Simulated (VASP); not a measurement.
# Na32F31 (a cell with a defect) in VASP: single point with PBEsol

Aim: the single point of Na32F31 (a cell with a defect) with PBEsol.

All numbers are computed with VASP 6.6.1; they aren't measurements. Logs are shortened: lines on timing, memory, paths and dates and some standing lists are left out, and cuts for length are marked.

## (1) The cell of the first run

The cell holds a defect, 63 atoms: a = 9.260 Å, b = 9.260 Å, c = 9.260 Å, α = 90.00°, β = 90.00°, γ = 90.00°.

## (2) Single point, PBEsol

INCAR

```
ALGO     = Normal         # electronic algorithm
EDIFF    = 1E-6           # SCF threshold, eV
ENCUT    = 520            # plane-wave cutoff, eV
GGA      = PS             # functional
GGA_COMPAT= False        
ISIF     = 2              # what is computed and relaxed
ISMEAR   = -1             # smearing method
ISYM     = -1           
LASPH    = True           # aspherical terms in the spheres
LCHARG   = True           # write CHGCAR
LELF     = True           # ELF
LREAL    = Auto         
LVHAR    = True         
LWAVE    = False          # write WAVECAR
NBANDS   = 258            # bands
NELECT   = 440.0        
NELM     = 120            # most SCF steps
PREC     = Accurate       # precision mode
SIGMA    = 0.05           # smearing width, eV
```

KPOINTS

```
explicit points
1
Reciprocal
  0.25000000   0.25000000   0.25000000 1
```

POSCAR

```
Na32F31
1.0
    9.2600000000      0.0000000000      0.0000000000
    0.0000000000      9.2600000000      0.0000000000
    0.0000000000      0.0000000000      9.2600000000
F Na
31 32
Direct
    0.2499540000      0.9999370000      0.0000380000
    0.2499760000      0.9999520000      0.5000130000
    0.2499350000      0.4999400000      0.0000220000
    0.7499590000      0.9999390000      0.0000100000
    0.7499500000      0.9999400000      0.5000210000
    0.7499580000      0.4999370000      0.0000100000
    0.7499490000      0.4999230000      0.5000130000
    0.0013020000      0.2512970000      0.0000160000
    0.0059030000      0.2559120000      0.5000230000
    0.0013130000      0.7485830000      0.0000160000
    0.0059380000      0.7439660000      0.5000210000
    0.4985800000      0.2512970000      0.0000360000
    0.4939570000      0.2559110000      0.5000360000
    0.4985990000      0.7485700000      0.0000380000
    0.4939990000      0.7439650000      0.5000310000
    0.0013090000      0.9999380000      0.2513810000
    0.0013380000      0.9999390000      0.7486540000
    0.0059010000      0.4999340000      0.2559680000
    0.0059560000      0.4999380000      0.7440160000
    0.4985940000      0.9999330000      0.2513820000
    0.4986010000      0.9999360000      0.7486680000
    0.4939740000      0.4999250000      0.2560120000
    0.4939900000      0.4999270000      0.7440630000
    0.2499220000      0.2559130000      0.2560030000
    0.2499570000      0.2559060000      0.7440670000
    0.2499440000      0.7439580000      0.2560110000
    0.2499830000      0.7439720000      0.7440650000
    0.7499350000      0.2512870000      0.2513800000
    0.7499430000      0.2513000000      0.7486560000
    0.7499570000      0.7485740000      0.2513810000
    0.7499630000      0.7485710000      0.7486540000
    0.9989030000      0.9999420000      0.0000280000
    0.9977180000      0.9999400000      0.5000170000
    0.9977100000      0.4999410000      0.0000530000
    0.9818650000      0.4999480000      0.4999870000
    0.5009960000      0.9999460000      0.0000310000
    0.5021820000      0.9999560000      0.5000250000
    0.5021900000      0.4999310000      0.0000020000
    0.5180340000      0.4999500000      0.5000630000
    0.2499380000      0.2476940000      0.0000290000
    0.2499210000      0.2318770000      0.5000400000
    0.2499490000      0.7521870000      0.0000390000
    0.2499670000      0.7680290000      0.5000460000
    0.7499420000      0.2488840000      0.0000250000
    0.7499370000      0.2477040000      0.5000200000
    0.7499610000      0.7509910000      0.0000280000
    0.7499420000      0.7521860000      0.5000170000
    0.2499480000      0.9999470000      0.2477940000
    0.2499680000      0.9999590000      0.7522660000
    0.2499500000      0.4999280000      0.2319420000
    0.2499570000      0.4999390000      0.7681050000
    0.7499500000      0.9999250000      0.2489770000
    0.7499610000      0.9999420000      0.7510660000
    0.7499070000      0.4999350000      0.2477800000
    0.7499880000      0.4999400000      0.7522520000
    0.9993030000      0.2493100000      0.2493930000
    0.9993220000      0.2493260000      0.7506620000
    0.9993210000      0.7505680000      0.2494000000
    0.9993400000      0.7505690000      0.7506580000
    0.5005570000      0.2493020000      0.2494190000
    0.5005850000      0.2493110000      0.7506550000
    0.5005670000      0.7505610000      0.2494000000
    0.5006000000      0.7505680000      0.7506670000
```

Potentials or basis: VASP PAW PBE potentials, release 64 (F, Na_pv).

On the command line:

```
> cat potpaw_PBE.64/F/POTCAR potpaw_PBE.64/Na_pv/POTCAR > POTCAR
> mpirun -np 1 vasp_std > vasp.out
```

OUTCAR:

```text
EDIFF = 1E-6
   ENCUT = 520
   GGA = PS
   ISIF = 2
   ISMEAR = -1
   ISYM = -1
   LASPH = True
   LREAL = Auto
   NELECT = 440.0
   NELM = 120
   PREC = Accurate

 ion  position               nearest neighbor table
   1  0.250  1.000  0.000-  42 2.29  48 2.29  40 2.29  49 2.29  36 2.32  32 2.32
   2  0.250  1.000  0.500-  43 2.15  41 2.15  37 2.34  48 2.34  49 2.34  33 2.34
   3  0.250  0.500  0.000-  51 2.15  50 2.15  34 2.34  40 2.34  42 2.34  38 2.34
   4  0.750  1.000  0.000-  53 2.31  32 2.31  44 2.31  46 2.31  36 2.31  52 2.31
   5  0.750  1.000  0.500-  47 2.29  45 2.29  33 2.29  37 2.29  52 2.32  53 2.32
   6  0.750  0.500  0.000-  34 2.29  55 2.29  38 2.29  54 2.29  44 2.32  46 2.32
   7  0.750  0.500  0.500-  39 2.15  35 2.15  45 2.34  54 2.34  55 2.34  47 2.34
   8  0.001  0.251  0.000-  40 2.30  34 2.30  57 2.31  56 2.31  32 2.33  44 2.33
   9  0.006  0.256  0.500-  41 2.27  35 2.27  56 2.32  57 2.32
  10  0.001  0.749  0.000-  42 2.30  34 2.30  59 2.31  58 2.31  46 2.33  32 2.33
  11  0.006  0.744  0.500-  35 2.27  43 2.27  58 2.32  59 2.32
  12  0.499  0.251  0.000-  38 2.30  40 2.30  61 2.31  60 2.31  36 2.33  44 2.33
  13  0.494  0.256  0.500-  41 2.27  39 2.27  60 2.32  61 2.32
  14  0.499  0.749  0.000-  38 2.30  42 2.30  62 2.31  63 2.31  46 2.33  36 2.33
  15  0.494  0.744  0.500-  39 2.27  43 2.27  62 2.32  63 2.32
  16  0.001  1.000  0.251-  33 2.30  48 2.30  58 2.31  56 2.31  32 2.33  52 2.33
  17  0.001  1.000  0.749-  49 2.30  33 2.30  59 2.31  57 2.31  32 2.33  53 2.33
  18  0.006  0.500  0.256-  35 2.27  50 2.27  56 2.32  58 2.32
  19  0.006  0.500  0.744-  51 2.27  35 2.27  57 2.32  59 2.32
  20  0.499  1.000  0.251-  37 2.30  48 2.30  60 2.31  62 2.31  36 2.33  52 2.33
  21  0.499  1.000  0.749-  49 2.30  37 2.30  63 2.31  61 2.31  53 2.33  36 2.33
  22  0.494  0.500  0.256-  50 2.27  39 2.27  60 2.32  62 2.32
[... 24 lines left out ...]
  47  0.750  0.752  0.500-   5 2.29  30 2.30  31 2.30   7 2.34
  48  0.250  1.000  0.248-   1 2.29  16 2.30  20 2.30   2 2.34
  49  0.250  1.000  0.752-   1 2.29  17 2.30  21 2.30   2 2.34
  50  0.250  0.500  0.232-   3 2.15  24 2.27  22 2.27  26 2.27  18 2.27
  51  0.250  0.500  0.768-   3 2.15  19 2.27  25 2.27  27 2.27  23 2.27
  52  0.750  1.000  0.249-   4 2.31   5 2.32  30 2.33  20 2.33  16 2.33  28 2.33
  53  0.750  1.000  0.751-   4 2.31   5 2.32  29 2.33  21 2.33  31 2.33  17 2.33
  54  0.750  0.500  0.248-   6 2.29  30 2.30  28 2.30   7 2.34
  55  0.750  0.500  0.752-   6 2.29  31 2.30  29 2.30   7 2.34
  56  0.999  0.249  0.249-  28 2.31  16 2.31   8 2.31  24 2.32  18 2.32   9 2.32
  57  0.999  0.249  0.751-   8 2.31  29 2.31  17 2.31  19 2.32  25 2.32   9 2.32
  58  0.999  0.751  0.249-  30 2.31  16 2.31  10 2.31  11 2.32  26 2.32  18 2.32
  59  0.999  0.751  0.751-  10 2.31  17 2.31  31 2.31  19 2.32  11 2.32  27 2.32
  60  0.501  0.249  0.249-  20 2.31  28 2.31  12 2.31  13 2.32  22 2.32  24 2.32
  61  0.501  0.249  0.751-  29 2.31  21 2.31  12 2.31  23 2.32  13 2.32  25 2.32
  62  0.501  0.751  0.249-  14 2.31  20 2.31  30 2.31  26 2.32  15 2.32  22 2.32
  63  0.501  0.751  0.751-  31 2.31  21 2.31  14 2.31  27 2.32  15 2.32  23 2.32

IMPORTANT INFORMATION: All symmetrisations will be switched off!
NOSYMM: (Re-)initialisation of all symmetry stuff for point group C_1.

----------------------------------------------------------------------------------------

                                     Primitive cell

  volume of cell :     794.0228

  direct lattice vectors                    reciprocal lattice vectors
     9.260000000  0.000000000  0.000000000     0.107991361  0.000000000  0.000000000
     0.000000000  9.260000000  0.000000000     0.000000000  0.107991361  0.000000000
     0.000000000  0.000000000  9.260000000     0.000000000  0.000000000  0.107991361

  length of vectors
     9.260000000  9.260000000  9.260000000     0.107991361  0.107991361  0.107991361

  position of ions in fractional coordinates (direct lattice)
     0.249954000  0.999937000  0.000038000
     0.249976000  0.999952000  0.500013000
     0.249935000  0.499940000  0.000022000
     0.749959000  0.999939000  0.000010000
     0.749950000  0.999940000  0.500021000
     0.749958000  0.499937000  0.000010000
[... 55 lines left out ...]
     0.500567000  0.750561000  0.249400000
     0.500600000  0.750568000  0.750667000

  ion indices of the primitive-cell ions
   primitive index   ion index
                 1           1
                 2           2
                 3           3
                 4           4
                 5           5
                 6           6
[... 55 lines left out ...]
                62          62
                63          63

----------------------------------------------------------------------------------------

 KPOINTS: explicit points

Read explicit list of k-points.

 Found      1 k-points:

 Following reciprocal coordinates:
            Coordinates               Weight
  0.250000  0.250000  0.250000      1.000000
   k-points           NKPTS =      1   k-points in BZ     NKDIM =      1   number of bands    NBANDS=    258
   number of dos      NEDOS =    301   number of ions     NIONS =     63
   total plane-waves  NPLWV = 343000
   dimension x,y,z NGX =    70 NGY =   70 NGZ =   70
   dimension x,y,z NGXF=   140 NGYF=  140 NGZF=  140
   ions per type =              31  32
   NGX,Y,Z   is equivalent  to a cutoff of  12.57, 12.57, 12.57 a.u.
   NGXF,Y,Z  is equivalent  to a cutoff of  25.13, 25.13, 25.13 a.u.
 SYSTEM =  unknown system
   PREC   = accura    normal or accurate (medium, high low for compatibility)
   ISTART =      0    job   : 0-new  1-cont  2-samecut
   ICHARG =      2    charge: 1-file 2-atom 10-const
   ISPIN  =      1    spin polarized calculation?
   LNONCOLLINEAR =      F non collinear calculations
   LSORBIT =      F    spin-orbit coupling
   LASPH  =      T    aspherical Exc in radial PAW
   ENCUT  =  520.0 eV  38.22 Ry    6.18 a.u.  17.22 17.22 17.22*2*pi/ulx,y,z
   NELM   =    120;   NELMIN=  2; NELMDL= -5     # of ELM steps
   EDIFF  = 0.1E-05   stopping-criterion for ELM
   LREAL  =      T    real-space projection
   EDIFFG = 0.1E-04   stopping-criterion for IOM
   NSW    =      0    number of steps for IOM
   IBRION =     -1    ionic relax: 0-MD 1-quasi-New 2-CG
   NFREE  =      0    steps in history (QN), initial steepest desc. (CG)
   ISIF   =      2    stress and relaxation
   ISYM   =     -1    0-nonsym 1-usesym 2-fastsym
   POTIM  = 0.5000    time-step for ionic-motion
   TEBEG  =    0.0;   TEEND  =   0.0 temperature during run
   PSTRESS=    0.0 pullay stress
   NELECT =     440.0000    total number of electrons
   NUPDOWN=      -1.0000    fix difference up-down
   EMIN   =  10.00;   EMAX   =-10.00  energy-range for DOS
   EFERMI =   0.00;   METHOD = LEGACY
   ISMEAR =    -1;   SIGMA  =   0.05  broadening in eV -4-tet -1-fermi 0-gaus
   EFERMI_NEDOS =   21; number of points for ismear=-14 and -15
   IALGO  =     38    algorithm
   IMIX   =      4    mixing-type and parameters
     AMIX     =   0.40;   BMIX     =  1.00
     AMIX_MAG =   1.60;   BMIX_MAG =  1.00
  volume/ion in A,a.u.               =      12.60        85.05
  Fermi-wavevector in a.u.,A,eV,Ry     =   1.344667  2.541052 24.601092  1.808129
  Thomas-Fermi vector in A             =   2.472642
   LORBIT       =      0    0 simple, 1 ext, 2 COOP (PROOUT), +10 PAW based schemes
   GGA     = PS    functional components
   LHFCALC =     F    Hartree Fock is set to
   AEXX    =    0.0000 exact exchange contribution
   IVDW    =     0    specifies the selected vdW correction
   LEPSILON=     F    determine dielectric tensor
   LRPA    =     F    only Hartree local field effects (RPA)
 non-spin polarized calculation
  energy-cutoff  :      520.00
  volume of cell :      794.02
 maximum number of plane-waves:     21404
 NGX is ok and might be reduce to    70
   NGX = 35   NGY = 35   NGZ = 35

 number of electron     439.9999612 magnetization

 Free energy of the ion-electron system (eV)
  ---------------------------------------------------
  ext. energy  EPLUGINS =         0.00000000
  ---------------------------------------------------
  free energy    TOTEN  =      -275.33319954 eV

  energy without entropy =     -275.33319954  energy(sigma->0) =     -275.33319954

 E-fermi :  -0.8650     XC(G=0):  -9.2110

 val. band max:       -2.1879365028   @ k =   0.2500   0.2500   0.2500
 cond. band min:       3.7828301726   @ k =   0.2500   0.2500   0.2500
 fundamental gap:      5.9707666754
 Fermi energy:        -0.8649615842

 k-point     1 :       0.2500    0.2500    0.2500
  band No.  band energies     occupation
      1     -21.9582      2.00000
      2     -21.9333      2.00000
      3     -21.9332      2.00000
      4     -21.8314      2.00000
      5     -21.8267      2.00000
      6     -21.8267      2.00000
[... 224 lines left out ...]
    231       7.5591      0.00000
    232       8.0356      0.00000
 [bands above 232 left out]

------------------------ aborting loop because EDIFF is reached ----------------------------------------

  FORCE on cell =-STRESS in cart. coord.  units (eV):
  Direction    XX          YY          ZZ          XY          YZ          ZX
  --------------------------------------------------------------------------------------
  -------------------------------------------------------------------------------------
  Total       -3.7379326     -3.7334181     -3.7353540     -0.0327438     -0.0354087     -0.0340767
  in kB       -7.5423919     -7.5332824     -7.5371886     -0.0660704     -0.0714475     -0.0687599
  external PRESSURE =      -7.5376210 kB  Pullay stress =       0.0000000 kB

 VOLUME and BASIS-vectors are now :
 -----------------------------------------------------------------------------
  energy-cutoff  :      520.00
  volume of cell :      794.02
      direct lattice vectors                 reciprocal lattice vectors
     9.260000000  0.000000000  0.000000000     0.107991361  0.000000000  0.000000000
     0.000000000  9.260000000  0.000000000     0.000000000  0.107991361  0.000000000
     0.000000000  0.000000000  9.260000000     0.000000000  0.000000000  0.107991361

 POSITION                                       TOTAL-FORCE (eV/Angst)
 -----------------------------------------------------------------------------------
      2.31457      9.25942      0.00035        -0.000549     -0.000403      0.000205
      2.31478      9.25956      4.63012        -0.000843     -0.000448      0.000419
      2.31440      4.62944      0.00020        -0.000278     -0.000530      0.000435
      6.94462      9.25944      0.00009        -0.000613     -0.000606      0.000391
      6.94454      9.25944      4.63019        -0.000484     -0.000471      0.000177
      6.94461      4.62942      0.00009        -0.000657     -0.000556      0.000254
[... 55 lines left out ...]
      4.63525      6.95019      2.30944         0.000738      0.000029      0.000072
      4.63556      6.95026      6.95118         0.000371      0.000116     -0.000096
 -----------------------------------------------------------------------------------
    total drift:                               -0.003227     -0.010382      0.003453

  FREE ENERGIE OF THE ION-ELECTRON SYSTEM (eV)
  ---------------------------------------------------
  free  energy   TOTEN  =      -275.3331995403 eV

  energy  without entropy=     -275.3331995402  energy(sigma->0) =     -275.33319954
```

Run time: 13 min. Hardware: 1 thread of AMD EPYC 7R43 (Zen 3), shared host; peak memory 0.69 GiB.

Results:

```yaml
Free_energy: -275.3332 eV
Largest_force: 0.018 eV/Å
```

Forces on the atoms (eV/Å):
```
F   -0.001  0.000  0.000
F   -0.001  0.000  0.000
F    0.000 -0.001  0.000
F   -0.001 -0.001  0.000
F    0.000  0.000  0.000
F   -0.001 -0.001  0.000
F   -0.001  0.000  0.000
F   -0.002 -0.002  0.000
F   -0.002 -0.002  0.000
F   -0.002  0.001  0.000
F   -0.002  0.002  0.000
F    0.003 -0.002  0.000
F    0.002 -0.001  0.000
F    0.003  0.001  0.000
F    0.001  0.002  0.000
F   -0.002  0.000 -0.001
F   -0.002  0.000  0.002
F   -0.002  0.000 -0.001
F   -0.002  0.000  0.002
F    0.002  0.000 -0.001
F    0.003  0.001  0.002
F    0.001  0.000 -0.001
F    0.002  0.000  0.001
F    0.001 -0.003 -0.005
F    0.001 -0.003  0.005
F    0.001  0.004 -0.003
F    0.000  0.005  0.002
F    0.000 -0.001  0.000
F    0.000 -0.001  0.000
F   -0.001  0.000 -0.001
F    0.000  0.000  0.001
Na   0.002  0.000  0.000
Na   0.001  0.000  0.000
Na   0.001  0.000 -0.001
Na   0.018  0.000  0.000
Na  -0.001  0.000  0.000
Na  -0.001  0.000  0.000
Na  -0.001  0.000  0.000
Na  -0.018  0.000 -0.001
Na   0.000  0.002  0.000
Na   0.000  0.018  0.000
Na   0.000 -0.002  0.000
Na   0.000 -0.018  0.000
Na   0.000  0.002  0.000
Na   0.000  0.001  0.000
Na   0.000 -0.001  0.000
Na   0.000 -0.002  0.000
Na   0.000  0.000  0.002
Na   0.000  0.000 -0.002
Na   0.000  0.000  0.018
Na   0.000  0.000 -0.018
Na   0.000  0.000  0.001
Na   0.000  0.000 -0.001
Na   0.001  0.000  0.001
Na   0.000  0.000 -0.002
Na  -0.001  0.000  0.000
Na   0.000  0.000 -0.001
Na   0.000  0.000  0.000
Na   0.000  0.000  0.000
Na   0.001  0.000  0.000
Na   0.000  0.000  0.000
Na   0.001  0.000  0.000
Na   0.000  0.000  0.000
```

Caveat: the cell carries a net charge on a neutralising background, which shifts energy and pressure; the cell is charged against a uniform background, so pressure and absolute levels hang on convention; the PAW data sets were made with another functional, which shifts forces and pressure a little.
